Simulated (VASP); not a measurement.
# In2O3 (R-3c) in VASP: further runs, part 2 of 2

VASP 6.6.1. The steps go on from the part before.

## 3. Single point, PBE (uniaxial z strain -2.0%)

File INCAR:

```
SYSTEM = In2O3
ALGO     = Normal         ! electronic algorithm
EDIFF    = 1E-6           ! SCF threshold, eV
ENCUT    = 520            ! plane-wave cutoff, eV
GGA      = PE             ! functional
ISIF     = 2              ! what is computed and relaxed
ISMEAR   = -1             ! smearing method
LASPH    = .True.         ! aspherical terms in the spheres
LCHARG   = .False.        ! write CHGCAR
LREAL    = .False.        ! projectors in reciprocal space
LWAVE    = .False.        ! write WAVECAR
NBANDS   = 55             ! bands
NELM     = 100            ! most SCF steps
PREC     = Accurate       ! precision mode
SIGMA    = 0.02           ! smearing width, eV
```

File KPOINTS:

```
k-points
0
Gamma
  6 6 6
  0 0 0
```

File POSCAR:

```
In2O3
1.0
    2.7538210395      1.5899193184      4.7572533666
   -2.7538210395      1.5899193184      4.7572533666
    0.0000000000     -3.1798386370      4.7572533665
In O
4 6
Direct
    0.8582639034      0.8582639034      0.8582639034
    0.3582639034      0.3582639034      0.3582639034
    0.1417360966      0.1417360966      0.1417360966
    0.6417360966      0.6417360966      0.6417360966
    0.4539076907      0.0460923093      0.7500000000
    0.0460923093      0.7500000000      0.4539076907
    0.5460923093      0.9539076907      0.2500000000
    0.2500000000      0.5460923093      0.9539076907
    0.9539076907      0.2500000000      0.5460923093
    0.7500000000      0.4539076907      0.0460923093
```

Potentials or basis: VASP PAW PBE potentials, release 64 (In_d, O).

Run with:

```console
> cat potpaw_PBE.64/In_d/POTCAR potpaw_PBE.64/O/POTCAR > POTCAR
> mpirun -np 1 vasp_std > vasp.out
```

OUTCAR:

```text
SYSTEM = In2O3
   EDIFF = 1E-6
   ENCUT = 520
   GGA = PE
   ISIF = 2
   ISMEAR = -1
   LASPH = .True.
   LREAL = .False.
   NELM = 100
   PREC = Accurate

 ion  position               nearest neighbor table
   1  0.858  0.858  0.858-   8 2.12   7 2.12   9 2.12   6 2.25   5 2.25  10 2.25   4 3.09   3 3.26
                             3 3.26   3 3.26   4 3.59   4 3.59   4 3.59   2 3.97   2 3.97   2 3.97
   2  0.358  0.358  0.358-   6 2.12   5 2.12  10 2.12   8 2.25   7 2.25   9 2.25   3 3.09   4 3.26
                             4 3.26   4 3.26   3 3.59   3 3.59   3 3.59   1 3.97   1 3.97   1 3.97
   3  0.142  0.142  0.142-  10 2.12   5 2.12   6 2.12   9 2.25   7 2.25   8 2.25   2 3.09   1 3.26
                             1 3.26   1 3.26   2 3.59   2 3.59   2 3.59   4 3.97   4 3.97   4 3.97
   4  0.642  0.642  0.642-   9 2.12   7 2.12   8 2.12  10 2.25   5 2.25   6 2.25   1 3.09   2 3.26
                             2 3.26   2 3.26   1 3.59   1 3.59   1 3.59   3 3.97   3 3.97   3 3.97
   5  0.454  0.046  0.750-   2 2.12   3 2.12   1 2.25   4 2.25
   6  0.046  0.750  0.454-   2 2.12   3 2.12   1 2.25   4 2.25
   7  0.546  0.954  0.250-   1 2.12   4 2.12   3 2.25   2 2.25
   8  0.250  0.546  0.954-   1 2.12   4 2.12   2 2.25   3 2.25
   9  0.954  0.250  0.546-   4 2.12   1 2.12   3 2.25   2 2.25
  10  0.750  0.454  0.046-   3 2.12   2 2.12   4 2.25   1 2.25

  LATTYP: Found a trigonal (rhomboedric) cell.
 ALAT       =     5.7221353838
 COS(alpha) =     0.5367822793

  Lattice vectors:

 A1 = (   2.7538210395,   1.5899193184,   4.7572533666)
 A2 = (  -2.7538210395,   1.5899193184,   4.7572533666)
 A3 = (   0.0000000000,  -3.1798386370,   4.7572533665)

Analysis of symmetry for initial positions (statically):
=====================================================================
 Subroutine PRICEL returns:
 Original cell was already a primitive cell.

 Routine SETGRP: Setting up the symmetry group for a
 trigonal (rhombohedral) supercell.

 Subroutine GETGRP returns: Found 12 space group operations
 (whereof  6 operations were pure point group operations)
 out of a pool of 12 trial point group operations.

The static configuration has the point symmetry S_6 .
[... 162 lines left out ...]
 non-spin polarized calculation
  energy-cutoff  :      520.00
  volume of cell :      124.97
 maximum number of plane-waves:      3384
 NGX is ok and might be reduce to    48
   NGX = 21   NGY = 21   NGZ = 21

 number of electron      88.0000000 magnetization

 Free energy of the ion-electron system (eV)
  ---------------------------------------------------
  ext. energy  EPLUGINS =         0.00000000
  ---------------------------------------------------
  free energy    TOTEN  =       -55.22871190 eV

  energy without entropy =      -55.22871190  energy(sigma->0) =      -55.22871190

 E-fermi :   6.1804     XC(G=0): -11.2915

 val. band max:        5.7603956469   @ k =   0.3333   0.0000   0.0000
 cond. band min:       7.0651675475   @ k =   0.0000   0.0000   0.0000
 fundamental gap:      1.3047719007
 Fermi energy:         6.1804208618

 k-point     1 :       0.0000    0.0000    0.0000
  band No.  band energies     occupation
      1     -11.9538      2.00000
      2     -11.0367      2.00000
      3     -11.0367      2.00000
      4     -10.8284      2.00000
      5     -10.8284      2.00000
      6     -10.7000      2.00000
[... 1381 lines left out ...]
     54      16.3778      0.00000
     55      17.0541      0.00000

 [... further k-points ...]

------------------------ aborting loop because EDIFF is reached ----------------------------------------

  FORCE on cell =-STRESS in cart. coord.  units (eV):
  Direction    XX          YY          ZZ          XY          YZ          ZX
  --------------------------------------------------------------------------------------
  -------------------------------------------------------------------------------------
  Total        7.6744791      7.6744791      8.4780404     -0.0000000      0.0000000      0.0000000
  in kB       98.3877793     98.3877793    108.6895355     -0.0000000      0.0000000      0.0000000
  external PRESSURE =     101.8216980 kB  Pullay stress =       0.0000000 kB

 VOLUME and BASIS-vectors are now :
 -----------------------------------------------------------------------------
  energy-cutoff  :      520.00
  volume of cell :      124.97
      direct lattice vectors                 reciprocal lattice vectors
     2.753821040  1.589919318  4.757253367     0.181565902  0.104827122  0.070068442
    -2.753821040  1.589919318  4.757253367    -0.181565902  0.104827122  0.070068442
     0.000000000 -3.179838637  4.757253366     0.000000000 -0.209654244  0.070068442

 POSITION                                       TOTAL-FORCE (eV/Angst)
 -----------------------------------------------------------------------------------
      0.00000     -0.00000     12.24894         0.000000     -0.000000      0.108098
      0.00000     -0.00000      5.11306         0.000000     -0.000000      0.108098
      0.00000     -0.00000      2.02282         0.000000      0.000000     -0.108098
      0.00000     -0.00000      9.15870         0.000000      0.000000     -0.108098
      1.12305     -1.58992      5.94657         0.007483      0.000000     -0.000000
     -1.93844     -0.17763      5.94657        -0.003742     -0.006481     -0.000000
     -1.12305      1.58992      8.32519        -0.007483      0.000000     -0.000000
     -0.81539     -1.76755      8.32519         0.003742     -0.006481     -0.000000
      1.93844      0.17763      8.32519         0.003742      0.006481      0.000000
      0.81539      1.76755      5.94657        -0.003742      0.006481      0.000000
 -----------------------------------------------------------------------------------
    total drift:                                0.000000      0.000000      0.000000

  FREE ENERGIE OF THE ION-ELECTRON SYSTEM (eV)
  ---------------------------------------------------
  free  energy   TOTEN  =       -55.2287119003 eV

  energy  without entropy=      -55.2287119002  energy(sigma->0) =      -55.22871190
```

OSZICAR:

```text
N       E                     dE             d eps       ncg     rms          rms(c)
DAV:   1     0.126536519279E+04    0.12654E+04   -0.41284E+04  3630   0.232E+03
DAV:   2     0.195459603974E+03   -0.10699E+04   -0.10173E+04  3646   0.647E+02
DAV:   3    -0.453106757629E+02   -0.24077E+03   -0.23390E+03  3908   0.270E+02
DAV:   4    -0.649540194293E+02   -0.19643E+02   -0.19469E+02  4760   0.835E+01
DAV:   5    -0.653467033993E+02   -0.39268E+00   -0.39204E+00  4464   0.127E+01    0.233E+01
DAV:   6    -0.551366263120E+02    0.10210E+02   -0.37269E+01  5386   0.626E+01    0.184E+01
DAV:   7    -0.552895429192E+02   -0.15292E+00   -0.35711E+00  4005   0.110E+01    0.445E+00
DAV:   8    -0.552428033870E+02    0.46740E-01   -0.26084E-01  5552   0.338E+00    0.255E+00
DAV:   9    -0.552295714505E+02    0.13232E-01   -0.62015E-02  5322   0.284E+00    0.444E-01
DAV:  10    -0.552280558598E+02    0.15156E-02   -0.15507E-02  5002   0.125E+00    0.961E-02
DAV:  11    -0.552287156887E+02   -0.65983E-03   -0.21905E-03  4633   0.294E-01    0.117E-01
DAV:  12    -0.552287091591E+02    0.65296E-05   -0.43490E-04  5251   0.181E-01    0.245E-02
DAV:  13    -0.552287105141E+02   -0.13550E-05   -0.27468E-05  5220   0.481E-02    0.808E-03
DAV:  14    -0.552287120090E+02   -0.14950E-05   -0.17888E-06  2938   0.909E-03    0.250E-03
DAV:  15    -0.552287119003E+02    0.10872E-06   -0.41867E-07  2578   0.702E-03
   1 F= -.55228712E+02 E0= -.55228712E+02  d E =-.458169E-10
```

stdout:

```text
POSCAR found type information on POSCAR InO
 POSCAR found :  2 types and      10 ions
 scaLAPACK will be used
 LDA part: xc-table for (Slater+PW92), standard interpolation
 POSCAR, INCAR and KPOINTS ok, starting setup
 FFT: planning ... GRIDC
 FFT: planning ... GRID_SOFT
 FFT: planning ... GRID
 WAVECAR not read
 entering main loop
```

It took 3.4 min on 1 thread of Intel Xeon Platinum 8488C (Sapphire Rapids), shared host; peak memory 0.39 GiB.

Results:

| Property | Result |
| --- | --- |
| Free energy | -55.2287 eV |
| Pressure | 10.2 GPa |
| Largest force | 0.108 eV/Å |
| Band gap on the k mesh | 1.30 eV (least direct gap 1.38 eV) |

Forces in eV/Å, atoms in the order of the input:
```
In   0.000  0.000  0.108
In   0.000  0.000  0.108
In   0.000  0.000 -0.108
In   0.000  0.000 -0.108
O    0.007  0.000  0.000
O   -0.004 -0.006  0.000
O   -0.007  0.000  0.000
O    0.004 -0.006  0.000
O    0.004  0.006  0.000
O   -0.004  0.006  0.000
```

Stress tensor (GPa, compression positive):
```
 9.84  0.00  0.00
 0.00  9.84  0.00
 0.00  0.00 10.87
```

Levels at points of the mesh, in eV from the valence-band top:
```csv
k point,band 41,band 42,band 43,band 44,band 45,band 46,band 47,band 48
"(0.00, 0.00, 0.00)",-0.27,-0.27,-0.07,-0.07,1.30,5.52,6.36,7.18
"(0.50, 0.00, 0.00)",-0.71,-0.71,-0.06,-0.06,5.00,5.00,5.95,5.95
"(0.50, 0.50, 0.00)",-0.59,-0.32,-0.08,-0.04,5.28,5.52,6.47,6.54
"(0.50, 0.50, 0.50)",-0.23,-0.23,-0.23,-0.23,4.45,4.45,7.24,7.24
```

Caveat: the cell differs from its parent crystal (uniaxial z strain -2.0%); the cell stands under pressure; spin-orbit coupling is left out, which moves the levels of the heavy elements. A k mesh can miss the band edges.

## 4. Single point, PBE (uniaxial z strain -1.0%)

File INCAR:

```
SYSTEM = In2O3
ALGO = Normal
EDIFF = 1E-7
ENCUT = 520
GGA = PE
ISIF = 2
ISMEAR = -1
LASPH = .True.
LCHARG = .False.
LREAL = .False.
LWAVE = .False.
NBANDS = 55
NELM = 80
PREC = Accurate
SIGMA = 0.02
```

KPOINTS is that of step 3.

File POSCAR:

```
In2O3
1.0
    2.7538210395      1.5899193184      4.8057967683
   -2.7538210395      1.5899193184      4.8057967683
    0.0000000000     -3.1798386370      4.8057967682
In O
4 6
Direct
    0.8576413485      0.8576413485      0.8576413485
    0.3576413485      0.3576413485      0.3576413485
    0.1423586515      0.1423586515      0.1423586515
    0.6423586515      0.6423586515      0.6423586515
    0.4536464796      0.0463535204      0.7500000000
    0.0463535204      0.7500000000      0.4536464796
    0.5463535204      0.9536464796      0.2500000000
    0.2500000000      0.5463535204      0.9536464796
    0.9536464796      0.2500000000      0.5463535204
    0.7500000000      0.4536464796      0.0463535204
```

Potentials or basis: VASP PAW PBE potentials, release 64 (In_d, O).

Run with:

```console
> cat potpaw_PBE.64/In_d/POTCAR potpaw_PBE.64/O/POTCAR > POTCAR
> mpirun -np 1 vasp_std > vasp.out
```

OUTCAR:

```text
SYSTEM = In2O3
   EDIFF = 1E-7
   ENCUT = 520
   GGA = PE
   ISIF = 2
   ISMEAR = -1
   LASPH = .True.
   LREAL = .False.
   NELM = 80
   PREC = Accurate

 ion  position               nearest neighbor table
   1  0.858  0.858  0.858-   8 2.12   7 2.12   9 2.12   6 2.25   5 2.25  10 2.25   4 3.10   3 3.26
                             3 3.26   3 3.26   4 3.61   4 3.61   4 3.61   2 3.99   2 3.99   2 3.99
   2  0.358  0.358  0.358-   6 2.12   5 2.12  10 2.12   8 2.25   7 2.25   9 2.25   3 3.10   4 3.26
                             4 3.26   4 3.26   3 3.61   3 3.61   3 3.61   1 3.99   1 3.99   1 3.99
   3  0.142  0.142  0.142-  10 2.12   5 2.12   6 2.12   9 2.25   7 2.25   8 2.25   2 3.10   1 3.26
[... 1623 lines left out ...]
 VOLUME and BASIS-vectors are now :
 -----------------------------------------------------------------------------
  energy-cutoff  :      520.00
  volume of cell :      126.25
      direct lattice vectors                 reciprocal lattice vectors
     2.753821040  1.589919318  4.805796768     0.181565902  0.104827122  0.069360680
    -2.753821040  1.589919318  4.805796768    -0.181565902  0.104827122  0.069360680
     0.000000000 -3.179838637  4.805796768     0.000000000 -0.209654244  0.069360680

 POSITION                                       TOTAL-FORCE (eV/Angst)
 -----------------------------------------------------------------------------------
      0.00000     -0.00000     12.36495        -0.000000     -0.000000      0.101461
      0.00000     -0.00000      5.15625        -0.000000     -0.000000      0.101461
      0.00000     -0.00000      2.05244        -0.000000      0.000000     -0.101461
      0.00000     -0.00000      9.26114        -0.000000      0.000000     -0.101461
      1.12161     -1.58992      6.00725         0.007167     -0.000000     -0.000000
     -1.93772     -0.17638      6.00725        -0.003583     -0.006207     -0.000000
     -1.12161      1.58992      8.41014        -0.007167      0.000000     -0.000000
     -0.81610     -1.76630      8.41014         0.003583     -0.006207     -0.000000
      1.93772      0.17638      8.41014         0.003583      0.006207      0.000000
      0.81610      1.76630      6.00725        -0.003583      0.006207      0.000000
 -----------------------------------------------------------------------------------
    total drift:                                0.000000      0.000000     -0.000000

  FREE ENERGIE OF THE ION-ELECTRON SYSTEM (eV)
  ---------------------------------------------------
  free  energy   TOTEN  =       -55.3039802045 eV

  energy  without entropy=      -55.3039802045  energy(sigma->0) =      -55.30398020
```

stdout:

```text
POSCAR found type information on POSCAR InO
 POSCAR found :  2 types and      10 ions
 scaLAPACK will be used
 LDA part: xc-table for (Slater+PW92), standard interpolation
 POSCAR, INCAR and KPOINTS ok, starting setup
 FFT: planning ... GRIDC
 FFT: planning ... GRID_SOFT
 FFT: planning ... GRID
 WAVECAR not read
 entering main loop
```

Wall time 3.6 min (1 thread of Intel Xeon Platinum 8488C (Sapphire Rapids), shared host); peak memory 0.4 GiB.

Results:

```
Free energy            : -55.3040 eV
Pressure               : 8.5 GPa
Largest force          : 0.101 eV/Å
Band gap on the k mesh : 1.26 eV (least direct gap 1.32 eV)
```

Forces on the atoms (eV/Å):
```
In   0.000  0.000  0.101
In   0.000  0.000  0.101
In   0.000  0.000 -0.101
In   0.000  0.000 -0.101
O    0.007  0.000  0.000
O   -0.004 -0.006  0.000
O   -0.007  0.000  0.000
O    0.004 -0.006  0.000
O    0.004  0.006  0.000
O   -0.004  0.006  0.000
```

Levels at points of the mesh, in eV from the valence-band top:
```
           k point  band 41  band 42  band 43  band 44  band 45  band 46  band 47  band 48
(0.00, 0.00, 0.00)    -0.26    -0.26    -0.06    -0.06     1.26     5.52     6.28     7.21
(0.50, 0.00, 0.00)    -0.72    -0.72    -0.06    -0.06     4.95     4.95     5.89     5.89
(0.50, 0.50, 0.00)    -0.57    -0.33    -0.08    -0.04     5.20     5.50     6.47     6.49
(0.50, 0.50, 0.50)    -0.21    -0.21    -0.21    -0.21     4.40     4.40     7.17     7.17
```

Caveat: the cell differs from its parent crystal (uniaxial z strain -1.0%); the cell stands under pressure; spin-orbit coupling is left out, which moves the levels of the heavy elements. A k mesh can miss the band edges.

## 5. Overview

```csv
cell,gap on the mesh (eV),pressure (GPa),largest force (eV/Å)
"a = 5.682 Å, angles 58.0°, 10 atoms, uniaxial z strain -3.0%",1.34,11.9,0.11
"a = 5.722 Å, angles 57.5°, 10 atoms, uniaxial z strain -2.0%",1.30,10.2,0.11
"a = 5.763 Å, angles 57.1°, 10 atoms, uniaxial z strain -1.0%",1.26,8.5,0.10
```

Alike in all rows: task single point; level PBE; potentials or basis VASP PAW PBE potentials, release 64 (In_d, O); no spin polarisation; k mesh 6 × 6 × 6; cutoff (eV) 520; smearing fermi-dirac 0.02 eV.

Caveats: the cell stands under pressure; spin-orbit coupling is left out, which moves the levels of the heavy elements.

Absolute energies hang on the potentials; compare differences alone.
